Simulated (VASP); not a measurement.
# Sn (C2/m) in VASP: single point with PBEsol

Aim: the single point of Sn with PBEsol.

All numbers are computed with VASP 6.6.1; they aren't measurements. Logs are shortened: lines on timing, memory, paths and dates and some standing lists are left out, and cuts for length are marked.

## 1. The cell of the first run

The structure is monoclinic, space group C2/m (No. 12). The conventional cell has a = 5.872 Å, b = 3.453 Å, c = 13.098 Å, α = 90.00°, β = 101.98°, γ = 90.00°. Sn (site symmetry m) has 15 Sn at 3.41 to 4.95 Å within 5.0 Å. Within 4.7 Å of Sn (site symmetry m) lie 14 Sn at 3.41 to 4.68 Å.

## 2. Single point, PBEsol (the distance across one plane changed)

Input file INCAR:

```
PREC = Accurate
ENCUT = 520
EDIFF = 1E-6
ISMEAR = 0
SIGMA = 0.15
LREAL = False
LASPH = True
NELM = 80
ALGO = Fast
ISIF = 2
LWAVE = False
LCHARG = True
GGA = PS
LELF = True
LVHAR = True
NBANDS = 36
```

Input file KPOINTS:

```
Automatic mesh
0
Gamma
  16 16 4
```

Input file POSCAR:

```
Sn
1.0
   -1.7265390000      1.7755470000     -2.3383420000
   -1.7265390000     -1.7755470000      2.3383420000
    0.0000000000     11.8479172266      5.5837929655
Sn
4
Direct
    0.0474119929     -0.0474119929      0.7725625637
    0.2567731418      0.7432268582      0.1103660805
    0.5203194255      0.4796805745      0.3310982416
    0.7838657092      0.2161342908      0.5518304026
```

Potentials or basis: VASP PAW PBE potentials, release 64 (Sn_d).

Command:

```
$ cat potpaw_PBE.64/Sn_d/POTCAR > POTCAR
$ mpirun -np 1 vasp_std > vasp.out
```

OUTCAR:

```text
PREC = Accurate
   ENCUT = 520
   EDIFF = 1E-6
   ISMEAR = 0
   LREAL = False
   LASPH = True
   NELM = 80
   ISIF = 2
   GGA = PS

 ion  position               nearest neighbor table
   1  0.047  0.953  0.773-   4 3.41   4 3.41   4 3.55
   2  0.257  0.743  0.110-   3 3.41   3 3.41   3 3.55
   3  0.520  0.480  0.331-   4 3.41   4 3.41   2 3.41   2 3.41   4 3.55   2 3.55
   4  0.784  0.216  0.552-   3 3.41   3 3.41   1 3.41   1 3.41   3 3.55   1 3.55

  LATTYP: Found a base centered monoclinic cell.
 ALAT       =     5.8721071033
 B/A-ratio  =     0.5880475167
 C/A-ratio  =     2.2305079776
 COS(beta)  =    -0.2075036443

  Lattice vectors:

 A1 = (  -1.7265390000,  -1.7755470000,   2.3383420000)
 A2 = (   1.7265390000,  -1.7755470000,   2.3383420000)
 A3 = (   0.0000000000,  11.8479172266,   5.5837929655)

Analysis of symmetry for initial positions (statically):
=====================================================================
 Subroutine PRICEL returns:
 Original cell was already a primitive cell.

 Routine SETGRP: Setting up the symmetry group for a
 base centered monoclinic supercell.

 Subroutine GETGRP returns: Found  4 space group operations
 (whereof  2 operations were pure point group operations)
 out of a pool of  4 trial point group operations.

The static configuration has the point symmetry C_1h.
 The point group associated with its full space group is C_2h.

Analysis of symmetry for dynamics (positions and initial velocities):
=====================================================================
 Subroutine PRICEL returns:
 Original cell was already a primitive cell.

 Routine SETGRP: Setting up the symmetry group for a
 base centered monoclinic supercell.

 Subroutine GETGRP returns: Found  4 space group operations
 (whereof  2 operations were pure point group operations)
 out of a pool of  4 trial point group operations.

The dynamic configuration has the point symmetry C_1h.
 The point group associated with its full space group is C_2h.

 Subroutine INISYM returns: Found  4 space group operations
 (whereof  2 operations are pure point group operations),
 and found     1 'primitive' translations

----------------------------------------------------------------------------------------

                                     Primitive cell
[... 93 lines left out ...]
   ENCUT  =  520.0 eV  38.22 Ry    6.18 a.u.   6.33  6.33 24.35*2*pi/ulx,y,z
   NELM   =     80;   NELMIN=  2; NELMDL= -5     # of ELM steps
   EDIFF  = 0.1E-05   stopping-criterion for ELM
   LREAL  =      F    real-space projection
   EDIFFG = 0.1E-04   stopping-criterion for IOM
   NSW    =      0    number of steps for IOM
   IBRION =     -1    ionic relax: 0-MD 1-quasi-New 2-CG
   NFREE  =      0    steps in history (QN), initial steepest desc. (CG)
   ISIF   =      2    stress and relaxation
   ISYM   =      2    0-nonsym 1-usesym 2-fastsym
   POTIM  = 0.5000    time-step for ionic-motion
   TEBEG  =    0.0;   TEEND  =   0.0 temperature during run
   PSTRESS=    0.0 pullay stress
   NELECT =      56.0000    total number of electrons
   NUPDOWN=      -1.0000    fix difference up-down
   EMIN   =  10.00;   EMAX   =-10.00  energy-range for DOS
   EFERMI =   0.00;   METHOD = LEGACY
   ISMEAR =     0;   SIGMA  =   0.15  broadening in eV -4-tet -1-fermi 0-gaus
   EFERMI_NEDOS =   21; number of points for ismear=-14 and -15
   IALGO  =     68    algorithm
   IMIX   =      4    mixing-type and parameters
     AMIX     =   0.40;   BMIX     =  1.00
     AMIX_MAG =   1.60;   BMIX_MAG =  1.00
  volume/ion in A,a.u.               =      32.48       219.15
  Fermi-wavevector in a.u.,A,eV,Ry     =   1.236708  2.337039 20.809387  1.529447
  Thomas-Fermi vector in A             =   2.371305
   LORBIT       =      0    0 simple, 1 ext, 2 COOP (PROOUT), +10 PAW based schemes
   GGA     = PS    functional components
   LHFCALC =     F    Hartree Fock is set to
   AEXX    =    0.0000 exact exchange contribution
   IVDW    =     0    specifies the selected vdW correction
   LEPSILON=     F    determine dielectric tensor
   LRPA    =     F    only Hartree local field effects (RPA)
 non-spin polarized calculation
 RMM-DIIS sequential band-by-band and
 Gauss-broadening in eV      SIGMA  =   0.15
  energy-cutoff  :      520.00
  volume of cell :      129.90
 maximum number of plane-waves:      3527
 NGX is ok and might be reduce to    28
   NGX = 13   NGY = 13   NGZ = 49

 number of electron      56.0000005 magnetization

 Free energy of the ion-electron system (eV)
  ---------------------------------------------------
  ext. energy  EPLUGINS =         0.00000000
  ---------------------------------------------------
  free energy    TOTEN  =       -16.38069062 eV

  energy without entropy =      -16.35625741  energy(sigma->0) =      -16.36847402

 E-fermi :   5.9920     XC(G=0):  -9.5687

 val. band max:        5.9859501336   @ k =   0.2500   0.0625   0.5000
 cond. band min:       5.9992409113   @ k =   0.3125  -0.0000   0.0000
 fundamental gap:      0.0132907777
 Fermi energy:         5.9920042396

 k-point     1 :       0.0000    0.0000    0.0000
  band No.  band energies     occupation
      1     -15.4456      2.00000
      2     -15.4427      2.00000
      3     -15.4239      2.00000
      4     -15.4212      2.00000
      5     -15.4174      2.00000
      6     -15.4153      2.00000
[... 925 lines left out ...]
     35      12.6467      0.00000
     36      13.2769      0.00000

 [... further k-points ...]

------------------------ aborting loop because EDIFF is reached ----------------------------------------

  FORCE on cell =-STRESS in cart. coord.  units (eV):
  Direction    XX          YY          ZZ          XY          YZ          ZX
  --------------------------------------------------------------------------------------
  -------------------------------------------------------------------------------------
  Total       -3.5522439     -3.5956867     -3.5519615      0.0000000      0.2373039      0.0000000
  in kB      -43.8129388    -44.3487578    -43.8094563      0.0000000      2.9268770      0.0000000
  external PRESSURE =     -43.9903843 kB  Pullay stress =       0.0000000 kB

 VOLUME and BASIS-vectors are now :
 -----------------------------------------------------------------------------
  energy-cutoff  :      520.00
  volume of cell :      129.90
      direct lattice vectors                 reciprocal lattice vectors
    -1.726539000  1.775547000 -2.338342000    -0.289596702  0.074215519 -0.157473483
    -1.726539000 -1.775547000  2.338342000    -0.289596702 -0.074215519  0.157473483
     0.000000000 11.847917227  5.583792965     0.000000000  0.062158918  0.047198434

 POSITION                                       TOTAL-FORCE (eV/Angst)
 -----------------------------------------------------------------------------------
     -1.72654      7.54607      6.43044         0.000000     -0.163276     -0.114713
     -1.72654      0.44389      1.75376         0.000000      0.163276      0.114713
     -1.72654      3.99498      1.75376         0.000000     -0.153289     -0.124922
     -1.72654      7.54607      1.75376         0.000000      0.153289      0.124922
 -----------------------------------------------------------------------------------
    total drift:                                0.000000      0.000018      0.000001

  FREE ENERGIE OF THE ION-ELECTRON SYSTEM (eV)
  ---------------------------------------------------
  free  energy   TOTEN  =       -16.3806906164 eV

  energy  without entropy=      -16.3562574146  energy(sigma->0) =      -16.36847402
```

OSZICAR:

```text
N       E                     dE             d eps       ncg     rms          rms(c)
DAV:   1     0.551736081208E+03    0.55174E+03   -0.28534E+04 20512   0.233E+03
DAV:   2     0.598645436097E+02   -0.49187E+03   -0.48440E+03 20312   0.576E+02
DAV:   3    -0.127001464388E+02   -0.72565E+02   -0.71344E+02 22780   0.194E+02
DAV:   4    -0.163648727047E+02   -0.36647E+01   -0.36278E+01 23268   0.469E+01
DAV:   5    -0.164783326531E+02   -0.11346E+00   -0.11341E+00 25508   0.832E+00    0.232E+00
RMM:   6    -0.164007347438E+02    0.77598E-01   -0.10972E-01 23778   0.276E+00    0.130E+00
RMM:   7    -0.163847608210E+02    0.15974E-01   -0.37932E-02 23889   0.148E+00    0.595E-01
RMM:   8    -0.163803692587E+02    0.43916E-02   -0.15312E-02 24777   0.892E-01    0.114E-01
RMM:   9    -0.163803634124E+02    0.58463E-05   -0.51172E-03 26666   0.781E-01    0.402E-02
RMM:  10    -0.163806673522E+02   -0.30394E-03   -0.33315E-03 32853   0.382E-01    0.402E-02
RMM:  11    -0.163806831450E+02   -0.15793E-04   -0.28381E-04 30162   0.118E-01    0.133E-02
RMM:  12    -0.163806909445E+02   -0.77995E-05   -0.73593E-05 33342   0.525E-02    0.118E-02
RMM:  13    -0.163806906164E+02    0.32807E-06   -0.66619E-06 23736   0.214E-02
   1 F= -.16380691E+02 E0= -.16368474E+02  d E =-.244332E-01
```

Run time: 36 min. Hardware: 1 thread of Oxide Virtual Turin-like, shared host; peak memory 0.9 GiB.

What came out:

```yaml
Free_energy: -16.3807 eV
Pressure: -4.4 GPa
Largest_force: 0.200 eV/Å
Band_gap_on_the_k_mesh: zero (bands 28 and 29 overlap by 6.70 eV)
```

Forces on the atoms (eV/Å):
```
Sn   0.000 -0.163 -0.115
Sn   0.000  0.163  0.115
Sn   0.000 -0.153 -0.125
Sn   0.000  0.153  0.125
```

Caveat: the cell differs from its parent crystal (the distance across one plane changed); the cell stands under tension; the PAW data sets were made with another functional, which shifts forces and pressure a little; spin-orbit coupling is left out, which moves the levels of the heavy elements.
